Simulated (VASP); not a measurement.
# Au (Fm-3m) in VASP: further runs

Au is run at these levels: LDA; tasks: single point.

All numbers are computed with VASP 6.6.1; they aren't measurements. Logs are shortened: lines on timing, memory, paths and dates and some standing lists are left out, and cuts for length are marked.

## Step 1: The cell of the first run

The structure is cubic, space group Fm-3m (No. 225). Conventional cell: a = 4.046 Å, b = 4.046 Å, c = 4.046 Å, α = 90.00°, β = 90.00°, γ = 90.00°. Au (site symmetry m-3m) has 12 Au at 2.86 Å within 3.8 Å.

## Step 2: Single point, LDA

Input file INCAR:

```
PREC     = Accurate       # precision mode
ENCUT    = 520            # plane-wave cutoff, eV
EDIFF    = 1E-6           # SCF threshold, eV
ISMEAR   = -1             # smearing method
SIGMA    = 0.1            # smearing width, eV
LREAL    = F              # projectors in reciprocal space
LASPH    = T              # aspherical terms in the spheres
NELM     = 80             # most SCF steps
ALGO     = Normal         # electronic algorithm
ISIF     = 2              # what is computed and relaxed
LWAVE    = F              # write WAVECAR
LCHARG   = T              # write CHGCAR
LELF     = T              # ELF
LVHAR    = T            
NBANDS   = 12             # bands
```

Input file KPOINTS:

```
Automatic mesh
0
Gamma
  13 13 13
```

Input file POSCAR:

```
Au
1.0
    0.0000000000      2.0229622709      2.0229622709
    2.0229622709      0.0000000000      2.0229622709
    2.0229622709      2.0229622709      0.0000000000
Au
1
Direct
    0.0000000000      0.0000000000      0.0000000000
```

Potentials or basis: VASP PAW LDA potentials, release 64 (Au).

The run is started by

```console
cat potpaw_LDA.64/Au/POTCAR > POTCAR
mpirun -np 1 vasp_std > vasp.out
```

OUTCAR:

```text
PREC = Accurate
   ENCUT = 520
   EDIFF = 1E-6
   ISMEAR = -1
   LREAL = F
   LASPH = T
   NELM = 80
   ISIF = 2

 ion  position               nearest neighbor table
   1  0.000  0.000  0.000-

  LATTYP: Found a face centered cubic cell.
 ALAT       =     4.0459245418

  Lattice vectors:

 A1 = (   0.0000000000,   2.0229622709,   2.0229622709)
 A2 = (   2.0229622709,   0.0000000000,   2.0229622709)
 A3 = (   2.0229622709,   2.0229622709,   0.0000000000)

Analysis of symmetry for initial positions (statically):
=====================================================================
 Subroutine PRICEL returns:
 Original cell was already a primitive cell.

 Routine SETGRP: Setting up the symmetry group for a
 face centered cubic supercell.

 Subroutine GETGRP returns: Found 48 space group operations
 (whereof 48 operations were pure point group operations)
 out of a pool of 48 trial point group operations.

The static configuration has the point symmetry O_h .

Analysis of symmetry for dynamics (positions and initial velocities):
=====================================================================
 Subroutine PRICEL returns:
 Original cell was already a primitive cell.

 Routine SETGRP: Setting up the symmetry group for a
 face centered cubic supercell.

 Subroutine GETGRP returns: Found 48 space group operations
 (whereof 48 operations were pure point group operations)
 out of a pool of 48 trial point group operations.

The dynamic configuration has the point symmetry O_h .

 Subroutine INISYM returns: Found 48 space group operations
 (whereof 48 operations are pure point group operations),
 and found     1 'primitive' translations

----------------------------------------------------------------------------------------

                                     Primitive cell

  volume of cell :      16.5574

  direct lattice vectors                    reciprocal lattice vectors
     0.000000000  2.022962271  2.022962271    -0.247162296  0.247162296  0.247162296
     2.022962271  0.000000000  2.022962271     0.247162296 -0.247162296  0.247162296
     2.022962271  2.022962271  0.000000000     0.247162296  0.247162296 -0.247162296

  length of vectors
     2.860900680  2.860900680  2.860900680     0.428097655  0.428097655  0.428097655

  position of ions in fractional coordinates (direct lattice)
     0.000000000  0.000000000  0.000000000

  ion indices of the primitive-cell ions
   primitive index   ion index
                 1           1

----------------------------------------------------------------------------------------

 KPOINTS: Automatic mesh

Automatic generation of k-mesh.
 Grid dimensions read from file:
 generate k-points for:   13   13   13

 Generating k-lattice:

  Cartesian coordinates                     Fractional coordinates (reciprocal lattice)
    -0.019012484  0.019012484  0.019012484     0.076923077  0.000000000  0.000000000
     0.019012484 -0.019012484  0.019012484     0.000000000  0.076923077  0.000000000
     0.019012484  0.019012484 -0.019012484     0.000000000  0.000000000  0.076923077

  Length of vectors
     0.032930589  0.032930589  0.032930589

  Shift w.r.t. Gamma in fractional coordinates (k-lattice)
     0.000000000  0.000000000  0.000000000

 Subroutine IBZKPT returns following result:
 ===========================================

 Found     84 irreducible k-points:

 Following reciprocal coordinates:
            Coordinates               Weight
  0.000000  0.000000  0.000000      1.000000
  0.076923  0.000000  0.000000      8.000000
  0.153846  0.000000  0.000000      8.000000
  0.230769  0.000000  0.000000      8.000000
  0.307692  0.000000  0.000000      8.000000
  0.384615  0.000000  0.000000      8.000000
[... 16 lines left out ...]
  0.384615  0.153846  0.000000     24.000000
  0.461538  0.153846  0.000000     24.000000
 [... further k-points ...]
   k-points           NKPTS =     84   k-points in BZ     NKDIM =     84   number of bands    NBANDS=     12
   number of dos      NEDOS =    301   number of ions     NIONS =      1
   total plane-waves  NPLWV =  13824
   dimension x,y,z NGX =    24 NGY =   24 NGZ =   24
   dimension x,y,z NGXF=    48 NGYF=   48 NGZF=   48
   ions per type =               1
   NGX,Y,Z   is equivalent  to a cutoff of  13.95, 13.95, 13.95 a.u.
   NGXF,Y,Z  is equivalent  to a cutoff of  27.89, 27.89, 27.89 a.u.
 SYSTEM =  unknown system
   PREC   = accura    normal or accurate (medium, high low for compatibility)
   ISTART =      0    job   : 0-new  1-cont  2-samecut
   ICHARG =      2    charge: 1-file 2-atom 10-const
   ISPIN  =      1    spin polarized calculation?
   LNONCOLLINEAR =      F non collinear calculations
   LSORBIT =      F    spin-orbit coupling
   LASPH  =      T    aspherical Exc in radial PAW
   ENCUT  =  520.0 eV  38.22 Ry    6.18 a.u.   5.32  5.32  5.32*2*pi/ulx,y,z
   NELM   =     80;   NELMIN=  2; NELMDL= -5     # of ELM steps
   EDIFF  = 0.1E-05   stopping-criterion for ELM
   LREAL  =      F    real-space projection
   EDIFFG = 0.1E-04   stopping-criterion for IOM
   NSW    =      0    number of steps for IOM
   IBRION =     -1    ionic relax: 0-MD 1-quasi-New 2-CG
   NFREE  =      0    steps in history (QN), initial steepest desc. (CG)
   ISIF   =      2    stress and relaxation
   ISYM   =      2    0-nonsym 1-usesym 2-fastsym
   POTIM  = 0.5000    time-step for ionic-motion
   TEBEG  =    0.0;   TEEND  =   0.0 temperature during run
   PSTRESS=    0.0 pullay stress
   NELECT =      11.0000    total number of electrons
   NUPDOWN=      -1.0000    fix difference up-down
   EMIN   =  10.00;   EMAX   =-10.00  energy-range for DOS
   EFERMI =   0.00;   METHOD = LEGACY
   ISMEAR =    -1;   SIGMA  =   0.10  broadening in eV -4-tet -1-fermi 0-gaus
   EFERMI_NEDOS =   21; number of points for ismear=-14 and -15
   IALGO  =     38    algorithm
   IMIX   =      4    mixing-type and parameters
     AMIX     =   0.40;   BMIX     =  1.00
     AMIX_MAG =   1.60;   BMIX_MAG =  1.00
  volume/ion in A,a.u.               =      16.56       111.74
  Fermi-wavevector in a.u.,A,eV,Ry     =   1.428481  2.699439 27.763495  2.040559
  Thomas-Fermi vector in A             =   2.548539
   LORBIT       =      0    0 simple, 1 ext, 2 COOP (PROOUT), +10 PAW based schemes
   GGA     = CA    functional components
   LHFCALC =     F    Hartree Fock is set to
   AEXX    =    0.0000 exact exchange contribution
   IVDW    =     0    specifies the selected vdW correction
   LEPSILON=     F    determine dielectric tensor
   LRPA    =     F    only Hartree local field effects (RPA)
 non-spin polarized calculation
  energy-cutoff  :      520.00
  volume of cell :       16.56
 maximum number of plane-waves:       459
 NGX is ok and might be reduce to    24
   NGX = 11   NGY = 11   NGZ = 11

 number of electron      10.9999999 magnetization

 Free energy of the ion-electron system (eV)
  ---------------------------------------------------
  ext. energy  EPLUGINS =         0.00000000
  ---------------------------------------------------
  free energy    TOTEN  =        -4.45265756 eV

  energy without entropy =       -4.44504904  energy(sigma->0) =       -4.44885330

 E-fermi :   9.8472     XC(G=0): -13.1514

 val. band max:        9.8365190093   @ k =   0.4615   0.3077   0.0000
 cond. band min:      10.1053107861   @ k =  -0.3077   0.2308   0.0000
 fundamental gap:      0.2687917767
 Fermi energy:         9.8471908969

 k-point     1 :       0.0000    0.0000    0.0000
  band No.  band energies     occupation
      1      -0.4429      2.00000
      2       4.9068      2.00000
      3       4.9068      2.00000
      4       4.9068      2.00000
      5       6.5244      2.00000
      6       6.5244      2.00000
      7      24.2237      0.00000
      8      28.3439      0.00000
      9      28.3439      0.00000
     10      28.3439      0.00000
     11      33.4681      0.00000
     12      38.3719      0.00000

 k-point     2 :       0.0769    0.0000    0.0000
  band No.  band energies     occupation
      1      -0.2315      2.00000
      2       4.8363      2.00000
      3       4.9803      2.00000
      4       4.9803      2.00000
      5       6.4912      2.00000
      6       6.4912      2.00000
      7      24.4813      0.00000
      8      27.1254      0.00000
      9      28.6085      0.00000
     10      28.6085      0.00000
     11      34.3564      0.00000
     12      36.4274      0.00000

 k-point     3 :       0.1538    0.0000    0.0000
  band No.  band energies     occupation
      1       0.3663      2.00000
      2       4.6903      2.00000
      3       5.1413      2.00000
      4       5.1413      2.00000
      5       6.4584      2.00000
      6       6.4584      2.00000
      7      24.4846      0.00000
      8      25.3654      0.00000
      9      29.3153      0.00000
     10      29.3153      0.00000
     11      32.7208      0.00000
     12      35.0445      0.00000
[... 286 lines left out ...]
 k-point    23 :       0.3846    0.1538    0.0000
  band No.  band energies     occupation
      1       2.5913      2.00000
      2       4.5046      2.00000
      3       4.8662      2.00000
      4       5.5899      2.00000
      5       7.6129      2.00000
      6       7.9053      2.00000
      7      18.0902      0.00000
      8      24.9546      0.00000
      9      25.3986      0.00000
     10      27.1375      0.00000
     11      33.5489      0.00000
     12      34.6244      0.00000

 k-point    24 :       0.4615    0.1538    0.0000
  band No.  band energies     occupation
      1       2.7016      2.00000
      2       4.5739      2.00000
      3       5.4006      2.00000
      4       5.4479      2.00000
      5       7.8324      2.00000
      6       9.4432      1.96540
      7      15.1216      0.00000
      8      24.0778      0.00000
      9      25.2574      0.00000
     10      26.1492      0.00000
     11      34.9384      0.00000
     12      36.0039      0.00000

 [... further k-points ...]
[... 5 lines left out ...]
  --------------------------------------------------------------------------------------
  -------------------------------------------------------------------------------------
  Total        0.0530858      0.0530858      0.0530858      0.0000000      0.0000000      0.0000000
  in kB        5.1368386      5.1368386      5.1368386      0.0000000      0.0000000      0.0000000
  external PRESSURE =       5.1368386 kB  Pullay stress =       0.0000000 kB

 VOLUME and BASIS-vectors are now :
 -----------------------------------------------------------------------------
  energy-cutoff  :      520.00
  volume of cell :       16.56
      direct lattice vectors                 reciprocal lattice vectors
     0.000000000  2.022962271  2.022962271    -0.247162296  0.247162296  0.247162296
     2.022962271  0.000000000  2.022962271     0.247162296 -0.247162296  0.247162296
     2.022962271  2.022962271  0.000000000     0.247162296  0.247162296 -0.247162296

 POSITION                                       TOTAL-FORCE (eV/Angst)
 -----------------------------------------------------------------------------------
      0.00000      0.00000      0.00000         0.000000      0.000000      0.000000
 -----------------------------------------------------------------------------------
    total drift:                               -0.000000      0.000000      0.000000

  FREE ENERGIE OF THE ION-ELECTRON SYSTEM (eV)
  ---------------------------------------------------
  free  energy   TOTEN  =        -4.4526575596 eV

  energy  without entropy=       -4.4450490434  energy(sigma->0) =       -4.44885330
```

It took 12 s on 1 thread of Intel Xeon Platinum 8259CL at 2.50GHz (Skylake/Cascade Lake), shared host; peak memory 0.14 GiB.

Results:

```yaml
Free_energy: -4.4527 eV
Pressure: 0.5 GPa
```

Caveat: spin-orbit coupling is left out, which moves the levels of the heavy elements.

## Step 3: Single point, LDA

Input file INCAR:

```
PREC = Accurate
ENCUT = 520
EDIFF = 1E-6
ISMEAR = -1
SIGMA = 0.01
LREAL = False
LASPH = True
NELM = 60
ALGO = Normal
ISIF = 2
LWAVE = False
LCHARG = True
GGA = CA
LELF = True
LVHAR = True
NBANDS = 12
```

Input file KPOINTS:

```
regular mesh
0
Gamma
  13 13 13
```

POSCAR is that of step 2.

Potentials or basis: VASP PAW LDA potentials, release 64 (Au).

The run is started by

```console
cat potpaw_LDA.64/Au/POTCAR > POTCAR
mpirun -np 1 vasp_std > vasp.out
```

It took 17 s on 1 thread of Intel Xeon Platinum 8259CL at 2.50GHz (Skylake/Cascade Lake), shared host; peak memory 0.14 GiB.

It converged, with:

| Property | Result |
| --- | --- |
| Free energy | -4.4484 eV |
| Pressure | 0.4 GPa |

Levels at points of the mesh, in eV from the Fermi level:
| k point | band 2 | band 3 | band 4 | band 5 | band 6 | band 7 | band 8 | band 9 | band 10 | band 11 |
| --- | --- | --- | --- | --- | --- | --- | --- | --- | --- | --- |
| (0.00, 0.00, 0.00) | -4.92 | -4.92 | -4.92 | -3.30 | -3.30 | 14.40 | 18.52 | 18.52 | 18.52 | 23.65 |

Caveat: spin-orbit coupling is left out, which moves the levels of the heavy elements.

## Step 4: Single point, LDA

Input file INCAR:

```
PREC = Accurate
ENCUT = 520
EDIFF = 1E-6
ISMEAR = -1
SIGMA = 0.03
LREAL = F
LASPH = T
NELM = 80
ALGO = Normal
ISIF = 2
LWAVE = F
LCHARG = F
GGA = CA
NBANDS = 12
```

KPOINTS is that of step 3.

POSCAR is that of step 3.

The run is started by

```console
cat potpaw_LDA.64/Au/POTCAR > POTCAR
mpirun -np 1 vasp_std > vasp.out
```

Wall time 14 s (1 thread of Intel Xeon Platinum 8259CL at 2.50GHz (Skylake/Cascade Lake), shared host); peak memory 0.14 GiB.

The run converged. Its results:

```yaml
Free_energy: -4.4490 eV
Pressure: 0.4 GPa
```

Levels at points of the mesh, in eV from the Fermi level:
```csv
k point,band 4,band 5,band 6,band 7,band 8,band 9
"(0.00, 0.00, 0.00)",-4.92,-3.30,-3.30,14.40,18.52,18.52
```

Caveat: spin-orbit coupling is left out, which moves the levels of the heavy elements.

## Step 5: Single point, LDA

Input file INCAR:

```
  PREC = Accurate
  ENCUT = 520
  EDIFF = 1E-7
  ISMEAR = -1
  SIGMA = 0.2
  LREAL = False
  LASPH = True
  NELM = 80
  ALGO = Normal
  ISIF = 2
  LWAVE = False
  LCHARG = False
  NBANDS = 12
```

KPOINTS is that of step 4.

POSCAR is that of step 4.

The run is started by

```console
cat potpaw_LDA.64/Au/POTCAR > POTCAR
mpirun -np 1 vasp_std > vasp.out
```

Run time: 16 s. Hardware: 1 thread of Intel Xeon Platinum 8259CL at 2.50GHz (Skylake/Cascade Lake), shared host; peak memory 0.14 GiB.

It converged, with:

* Free energy: -4.4648 eV
* Pressure: 0.7 GPa

Levels at points of the mesh, in eV from the Fermi level:
```tsv
k point	band 4	band 5	band 6	band 7	band 8	band 9
(0.00, 0.00, 0.00)	-4.91	-3.29	-3.29	14.41	18.53	18.53
```

Caveat: spin-orbit coupling is left out, which moves the levels of the heavy elements.

## Step 6: Single point, LDA

Input file INCAR:

```
SYSTEM = Au
PREC = Accurate
ENCUT = 520
EDIFF = 1E-7
ISMEAR = -1
SIGMA = 0.3
LREAL = .False.
LASPH = .True.
NELM = 100
ALGO = Normal
ISIF = 2
LWAVE = .False.
LCHARG = .False.
NBANDS = 12
```

Input file KPOINTS:

```
regular mesh
0
Gamma
  13 13 13
  0 0 0
```

POSCAR is that of step 5.

Potentials or basis: VASP PAW LDA potentials, release 64 (Au).

The run is started by

```console
cat potpaw_LDA.64/Au/POTCAR > POTCAR
mpirun -np 1 vasp_std > vasp.out
```

Wall time 6.8 s (1 thread of Intel Xeon Platinum 8488C (Sapphire Rapids), shared host); peak memory 0.14 GiB.

It converged, with:

| Item | Value |
| --- | --- |
| Free energy | -4.4871 eV |
| Pressure | 1.0 GPa |

Levels at points of the mesh, in eV from the Fermi level:
```csv
k point,band 4,band 5,band 6,band 7,band 8,band 9
"(0.00, 0.00, 0.00)",-4.90,-3.29,-3.29,14.42,18.54,18.54
```

Caveat: spin-orbit coupling is left out, which moves the levels of the heavy elements.

## Step 7: Overview

```tsv
smearing	gap on the mesh (eV)	pressure (GPa)
fermi-dirac 0.1 eV	none	0.5
fermi-dirac 0.01 eV	none	0.4
fermi-dirac 0.03 eV	none	0.4
fermi-dirac 0.2 eV	none	0.7
fermi-dirac 0.3 eV	none	1.0
```

Alike in all rows: task single point; level LDA; potentials or basis VASP PAW LDA potentials, release 64 (Au); no spin polarisation; cell as given; k mesh 13 × 13 × 13; cutoff (eV) 520.

Every run on the cell as given and a fine mesh finds a metal.

Caveats: spin-orbit coupling is left out, which moves the levels of the heavy elements.

Total energies depend on the potentials used, so only differences within one code and one set of settings carry meaning.
